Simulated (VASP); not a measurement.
# GeCl3 (Pm-3m) in VASP: further runs

GeCl3 is run at these levels: PBE; tasks: relaxation of cell and atoms, single point.

Everything below comes from runs of VASP 6.6.1. Logs are shortened: lines on timing, memory, paths and dates and some standing lists are left out, and cuts for length are marked.

### Step 1. The cell of the first run

It takes space group Pm-3m (No. 221, cubic). The conventional cell has a = 4.906 Å, b = 4.906 Å, c = 4.906 Å, α = 90.00°, β = 90.00°, γ = 90.00°. Ge (site symmetry m-3m) has 6 Cl at 2.45 Å within 3.2 Å. Within 3.2 Å of Cl (site symmetry 4/mmm) lie 2 Ge at 2.45 Å.

The cell was generated, and may not be a known phase.

### Step 2. Relaxation of cell and atoms, PBE

Input file INCAR:

```
SYSTEM = GeCl3
PREC = Accurate ; ENCUT = 600
EDIFF = 1E-7 ; ISMEAR = 0
SIGMA = 0.1 ; LREAL = .FALSE.
LASPH = .TRUE. ; NELM = 100
ALGO = Normal ; ISIF = 3
LWAVE = .FALSE. ; LCHARG = .FALSE.
GGA = PE ; IBRION = 2
NSW = 90 ; EDIFFG = -0.04
```

Input file KPOINTS:

```
Automatic mesh
0
G
  4 4 4
  0 0 0
```

Input file POSCAR:

```
GeCl3
1.0
    4.9063697900      0.0000000000      0.0000000000
    0.0000000000      4.9063697900      0.0000000000
    0.0000000000      0.0000000000      4.9063697900
Ge Cl
1 3
Direct
    0.5000000000      0.5000000000      0.5000000000
    0.0000000000      0.5000000000      0.5000000000
    0.5000000000      0.0000000000      0.5000000000
    0.5000000000      0.5000000000      0.0000000000
```

Potentials or basis: VASP PAW PBE potentials, release 64 (Ge_d, Cl).

Launch:

```
$ cat potpaw_PBE.64/Ge_d/POTCAR potpaw_PBE.64/Cl/POTCAR > POTCAR
$ mpirun -np 1 vasp_std > vasp.out
```

OUTCAR:

```text
SYSTEM = GeCl3
   PREC = Accurate
   ENCUT = 600
   EDIFF = 1E-7
   ISMEAR = 0
   LREAL = .FALSE.
   LASPH = .TRUE.
   NELM = 100
   ISIF = 3
   GGA = PE
   IBRION = 2
   NSW = 90
   EDIFFG = -0.04

 ion  position               nearest neighbor table
   1  0.500  0.500  0.500-   2 2.45   3 2.45   4 2.45   4 2.45   3 2.45   2 2.45
   2  0.000  0.500  0.500-   1 2.45   1 2.45
   3  0.500  0.000  0.500-   1 2.45   1 2.45
   4  0.500  0.500  0.000-   1 2.45   1 2.45

  LATTYP: Found a simple cubic cell.
 ALAT       =     4.9063697900

  Lattice vectors:

 A1 = (   4.9063697900,   0.0000000000,   0.0000000000)
 A2 = (   0.0000000000,   4.9063697900,   0.0000000000)
 A3 = (   0.0000000000,   0.0000000000,   4.9063697900)

Analysis of symmetry for initial positions (statically):
=====================================================================
 Subroutine PRICEL returns:
 Original cell was already a primitive cell.

 Routine SETGRP: Setting up the symmetry group for a
 simple cubic supercell.

 Subroutine GETGRP returns: Found 48 space group operations
 (whereof 48 operations were pure point group operations)
 out of a pool of 48 trial point group operations.

The static configuration has the point symmetry O_h .

Analysis of symmetry for dynamics (positions and initial velocities):
=====================================================================
 Subroutine PRICEL returns:
 Original cell was already a primitive cell.

 Routine SETGRP: Setting up the symmetry group for a
 simple cubic supercell.

 Subroutine GETGRP returns: Found 48 space group operations
 (whereof 48 operations were pure point group operations)
 out of a pool of 48 trial point group operations.

The dynamic configuration has the point symmetry O_h .

 Subroutine INISYM returns: Found 48 space group operations
 (whereof 48 operations are pure point group operations),
 and found     1 'primitive' translations

----------------------------------------------------------------------------------------

                                     Primitive cell

  volume of cell :     118.1084

  direct lattice vectors                    reciprocal lattice vectors
     4.906369790  0.000000000  0.000000000     0.203816680  0.000000000  0.000000000
     0.000000000  4.906369790  0.000000000     0.000000000  0.203816680  0.000000000
     0.000000000  0.000000000  4.906369790     0.000000000  0.000000000  0.203816680

  length of vectors
     4.906369790  4.906369790  4.906369790     0.203816680  0.203816680  0.203816680

  position of ions in fractional coordinates (direct lattice)
     0.500000000  0.500000000  0.500000000
     0.000000000  0.500000000  0.500000000
     0.500000000  0.000000000  0.500000000
     0.500000000  0.500000000  0.000000000

  ion indices of the primitive-cell ions
   primitive index   ion index
                 1           1
                 2           2
                 3           3
                 4           4

----------------------------------------------------------------------------------------

 KPOINTS: Automatic mesh

Automatic generation of k-mesh.
 Grid dimensions read from file:
 generate k-points for:    4    4    4

 Generating k-lattice:

  Cartesian coordinates                     Fractional coordinates (reciprocal lattice)
     0.050954170  0.000000000  0.000000000     0.250000000  0.000000000  0.000000000
     0.000000000  0.050954170  0.000000000     0.000000000  0.250000000  0.000000000
     0.000000000  0.000000000  0.050954170     0.000000000  0.000000000  0.250000000

  Length of vectors
     0.050954170  0.050954170  0.050954170

  Shift w.r.t. Gamma in fractional coordinates (k-lattice)
     0.000000000  0.000000000  0.000000000

 Subroutine IBZKPT returns following result:
 ===========================================

 Found     10 irreducible k-points:

 Following reciprocal coordinates:
            Coordinates               Weight
  0.000000  0.000000  0.000000      1.000000
  0.250000  0.000000  0.000000      6.000000
  0.500000  0.000000  0.000000      3.000000
  0.250000  0.250000  0.000000     12.000000
  0.500000  0.250000  0.000000     12.000000
  0.500000  0.500000  0.000000      3.000000
  0.250000  0.250000  0.250000      8.000000
  0.500000  0.250000  0.250000     12.000000
  0.500000  0.500000  0.250000      6.000000
  0.500000  0.500000  0.500000      1.000000
   k-points           NKPTS =     10   k-points in BZ     NKDIM =     10   number of bands    NBANDS=     21
   number of dos      NEDOS =    301   number of ions     NIONS =      4
   total plane-waves  NPLWV =  64000
   dimension x,y,z NGX =    40 NGY =   40 NGZ =   40
   dimension x,y,z NGXF=    80 NGYF=   80 NGZF=   80
   ions per type =               1   3
   NGX,Y,Z   is equivalent  to a cutoff of  13.55, 13.55, 13.55 a.u.
   NGXF,Y,Z  is equivalent  to a cutoff of  27.11, 27.11, 27.11 a.u.
 SYSTEM =  GeCl3
   PREC   = accura    normal or accurate (medium, high low for compatibility)
   ISTART =      0    job   : 0-new  1-cont  2-samecut
   ICHARG =      2    charge: 1-file 2-atom 10-const
   ISPIN  =      1    spin polarized calculation?
   LNONCOLLINEAR =      F non collinear calculations
   LSORBIT =      F    spin-orbit coupling
   LASPH  =      T    aspherical Exc in radial PAW
   ENCUT  =  600.0 eV  44.10 Ry    6.64 a.u.   9.80  9.80  9.80*2*pi/ulx,y,z
   NELM   =    100;   NELMIN=  2; NELMDL= -5     # of ELM steps
   EDIFF  = 0.1E-06   stopping-criterion for ELM
   LREAL  =      F    real-space projection
   EDIFFG = -.4E-01   stopping-criterion for IOM
   NSW    =     90    number of steps for IOM
   IBRION =      2    ionic relax: 0-MD 1-quasi-New 2-CG
   NFREE  =      1    steps in history (QN), initial steepest desc. (CG)
   ISIF   =      3    stress and relaxation
   ISYM   =      2    0-nonsym 1-usesym 2-fastsym
   POTIM  = 0.5000    time-step for ionic-motion
   TEBEG  =    0.0;   TEEND  =   0.0 temperature during run
   PSTRESS=    0.0 pullay stress
   NELECT =      35.0000    total number of electrons
   NUPDOWN=      -1.0000    fix difference up-down
   EMIN   =  10.00;   EMAX   =-10.00  energy-range for DOS
   EFERMI =   0.00;   METHOD = LEGACY
   ISMEAR =     0;   SIGMA  =   0.10  broadening in eV -4-tet -1-fermi 0-gaus
   EFERMI_NEDOS =   21; number of points for ismear=-14 and -15
   IALGO  =     38    algorithm
   IMIX   =      4    mixing-type and parameters
     AMIX     =   0.40;   BMIX     =  1.00
     AMIX_MAG =   1.60;   BMIX_MAG =  1.00
  volume/ion in A,a.u.               =      29.53       199.26
  Fermi-wavevector in a.u.,A,eV,Ry     =   1.091450  2.062542 16.208123  1.191263
  Thomas-Fermi vector in A             =   2.227696
   LORBIT       =      0    0 simple, 1 ext, 2 COOP (PROOUT), +10 PAW based schemes
   GGA     = PE    functional components
   LHFCALC =     F    Hartree Fock is set to
   AEXX    =    0.0000 exact exchange contribution
   IVDW    =     0    specifies the selected vdW correction
   LEPSILON=     F    determine dielectric tensor
   LRPA    =     F    only Hartree local field effects (RPA)
 conjugate gradient relaxation of ions
 non-spin polarized calculation
 Gauss-broadening in eV      SIGMA  =   0.10
  energy-cutoff  :      600.00
  volume of cell :      118.11
 maximum number of plane-waves:      3952
 NGX is ok and might be reduce to    40
   NGX = 19   NGY = 19   NGZ = 19

 number of electron      35.0000007 magnetization

 Free energy of the ion-electron system (eV)
  ---------------------------------------------------
  ext. energy  EPLUGINS =         0.00000000
  ---------------------------------------------------
  free energy    TOTEN  =       -12.42579142 eV

  energy without entropy =      -12.41916559  energy(sigma->0) =      -12.42247851

 E-fermi :   0.0016     XC(G=0):  -7.6252

 val. band max:       -0.3342067999   @ k =   0.5000   0.0000   0.0000
 cond. band min:       0.0699761269   @ k =   0.5000   0.2500   0.0000
 fundamental gap:      0.4041829268
 Fermi energy:         0.0015673598

 k-point     1 :       0.0000    0.0000    0.0000
  band No.  band energies     occupation
      1     -25.1118      2.00000
      2     -25.1118      2.00000
      3     -25.0709      2.00000
      4     -25.0709      2.00000
      5     -25.0709      2.00000
      6     -15.4923      2.00000
[... 13 lines left out ...]
     20       7.5817      0.00000
     21       7.5817      0.00000

 k-point     2 :       0.2500    0.0000    0.0000
  band No.  band energies     occupation
      1     -25.1118      2.00000
      2     -25.1092      2.00000
      3     -25.0710      2.00000
      4     -25.0710      2.00000
      5     -25.0709      2.00000
      6     -15.3363      2.00000
[... 13 lines left out ...]
     20       6.4720      0.00000
     21       7.6153      0.00000

 k-point     3 :       0.5000    0.0000    0.0000
  band No.  band energies     occupation
      1     -25.1118      2.00000
      2     -25.1067      2.00000
      3     -25.0711      2.00000
      4     -25.0711      2.00000
      5     -25.0709      2.00000
      6     -15.0936      2.00000
[... 13 lines left out ...]
     20       7.6589      0.00000
     21       7.8391      0.00000
[... 121 lines left out ...]
 k-point     9 :       0.5000    0.5000    0.2500
  band No.  band energies     occupation
      1     -25.1066      2.00000
      2     -25.1040      2.00000
      3     -25.0713      2.00000
      4     -25.0712      2.00000
      5     -25.0712      2.00000
      6     -14.5152      2.00000
[... 13 lines left out ...]
     20       2.6906      0.00000
     21       5.2300      0.00000

 k-point    10 :       0.5000    0.5000    0.5000
  band No.  band energies     occupation
      1     -25.1040      2.00000
      2     -25.1040      2.00000
      3     -25.0713      2.00000
      4     -25.0713      2.00000
      5     -25.0713      2.00000
      6     -14.4172      2.00000
[... 13 lines left out ...]
     20       2.3329      0.00000
     21       2.7936      0.00000

------------------------ aborting loop because EDIFF is reached ----------------------------------------

  FORCE on cell =-STRESS in cart. coord.  units (eV):
  Direction    XX          YY          ZZ          XY          YZ          ZX
  --------------------------------------------------------------------------------------
  -------------------------------------------------------------------------------------
  Total        0.0216413      0.0216413      0.0216413      0.0000000      0.0000000     -0.0000000
  in kB        0.2935703      0.2935703      0.2935703      0.0000000      0.0000000     -0.0000000
  external PRESSURE =       0.2935703 kB  Pullay stress =       0.0000000 kB

 VOLUME and BASIS-vectors are now :
 -----------------------------------------------------------------------------
  energy-cutoff  :      600.00
  volume of cell :      118.11
      direct lattice vectors                 reciprocal lattice vectors
     4.906369790  0.000000000  0.000000000     0.203816680  0.000000000  0.000000000
     0.000000000  4.906369790  0.000000000     0.000000000  0.203816680  0.000000000
     0.000000000  0.000000000  4.906369790     0.000000000  0.000000000  0.203816680

 POSITION                                       TOTAL-FORCE (eV/Angst)
 -----------------------------------------------------------------------------------
      2.45318      2.45318      2.45318         0.000000      0.000000      0.000000
      0.00000      2.45318      2.45318         0.000000      0.000000      0.000000
      2.45318      0.00000      2.45318         0.000000      0.000000      0.000000
      2.45318      2.45318      0.00000         0.000000      0.000000      0.000000
 -----------------------------------------------------------------------------------
    total drift:                                0.000000      0.000000     -0.000000

  FREE ENERGIE OF THE ION-ELECTRON SYSTEM (eV)
  ---------------------------------------------------
  free  energy   TOTEN  =       -12.4257914177 eV

  energy  without entropy=      -12.4191655942  energy(sigma->0) =      -12.42247851

 reached required accuracy - stopping structural energy minimisation
```

It took 48 s on 1 thread of Oxide Virtual Turin-like, shared host; peak memory 0.21 GiB.

Results:

```
Free energy             : -12.4258 eV
Pressure after relaxing : 0.0 GPa
Band gap on the k mesh  : zero (an odd number of electrons rules out a gap without spin polarisation)
```

Final structure:
```
Ge Cl
1.0
     4.90637    0.00000    0.00000
     0.00000    4.90637    0.00000
     0.00000    0.00000    4.90637
Ge Cl
1 3
Direct
  0.50000 0.50000 0.50000
  0.00000 0.50000 0.50000
  0.50000 0.00000 0.50000
  0.50000 0.50000 0.00000
```

Caveat: the relaxation stopped at its first step, so nothing moved; an odd number of electrons without spin polarisation forces a metal; a magnetic or distorted state may lie lower.

### Step 3. Single point, PBE

This run uses another cell than the first one, of 29.63 Å³/atom.

Input file INCAR:

```
  PREC = Accurate
  ENCUT = 520
  EDIFF = 1E-6
  ISMEAR = 0
  SIGMA = 0.1
  LREAL = F
  LASPH = T
  NELM = 60
  ALGO = Fast
  ISIF = 2
  LWAVE = F
  LCHARG = F
  GGA = PE
  NBANDS = 26
```

Input file KPOINTS:

```
Automatic mesh
0
Gamma
  10 10 10
```

Input file POSCAR:

```
GeCl3
1.0
    4.9122313336      0.0000000000      0.0000000000
    0.0000000000      4.9122313336      0.0000000000
    0.0000000000      0.0000000000      4.9122313336
Ge Cl
1 3
Direct
    0.5000000000      0.5000000000      0.5000000000
    0.0000000000      0.5000000000      0.5000000000
    0.5000000000      0.0000000000      0.5000000000
    0.5000000000      0.5000000000      0.0000000000
```

Potentials or basis: VASP PAW PBE potentials, release 64 (Ge_d, Cl).

Launch:

```
$ cat potpaw_PBE.64/Ge_d/POTCAR potpaw_PBE.64/Cl/POTCAR > POTCAR
$ mpirun -np 1 vasp_std > vasp.out
```

Wall time 4 min (1 thread of Oxide Virtual Turin-like, shared host); peak memory 0.29 GiB.

Results (log left out):

* Free energy: -12.3607 eV
* Pressure: -0.1 GPa
* Band gap on the k mesh: zero (an odd number of electrons rules out a gap without spin polarisation)

Levels at points of the mesh, in eV from the Fermi level:
```csv
k point,band 13,band 14,band 15,band 16,band 17,band 18,band 19,band 20,band 21,band 22
"(0.00, 0.00, 0.00)",-1.28,-1.28,-1.28,-1.24,-1.24,-1.24,6.10,7.86,7.86,7.86
"(0.50, 0.00, 0.00)",-1.69,-1.69,-1.43,-1.24,-1.24,-0.08,3.85,7.87,7.87,8.11
"(0.50, 0.50, 0.00)",-1.88,-1.88,-1.67,-1.67,-0.53,1.50,3.27,3.27,7.23,8.62
"(0.50, 0.50, 0.50)",-2.24,-2.24,-0.52,-0.52,-0.52,2.59,2.59,2.59,3.03,7.10
```

Caveat: an odd number of electrons without spin polarisation forces a metal; a magnetic or distorted state may lie lower.

The gap in the log of VASP goes by the Fermi energy; the results here count the filled bands.